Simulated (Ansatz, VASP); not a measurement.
**Two plane-wave programs on NbRu3**

```
Nb Ru
1.0
     3.88000    0.00000    0.00000
     0.00000    3.88000    0.00000
     0.00000    0.00000    3.88000
Nb Ru
1 3
Direct
  0.00000 0.00000 0.00000
  0.00000 0.50000 0.50000
  0.50000 0.00000 0.50000
  0.50000 0.50000 0.00000
```

Alike in both runs: task electric field gradients; functional LDA; k mesh 9 × 9 × 9; occupations fermi-dirac, width 0.05 eV; no spin polarisation.

```csv
,VASP,Ansatz
version,VASP 6.6.1,Ansatz 0.2.0
potentials or method,"VASP PAW LDA potentials, release 64 (Nb_sv, Ru_pv)","PAW with Ansatz's default frozen-core files, scalar-relativistic"
plane-wave cutoff (eV),400,420
valence electrons in the cell,55,61
```

```csv
,VASP,Ansatz,Ansatz less VASP
size of Vzz on the site where it differs most (V/Å²),12.8,4.1,-8.71
```

LDA's correlation is that of Perdew and Zunger in VASP and of Perdew and Wang (1992) in Ansatz. VASP's potentials hold 55 valence electrons a cell and Ansatz's 61, so a difference there can come from the potentials and not from the codes.
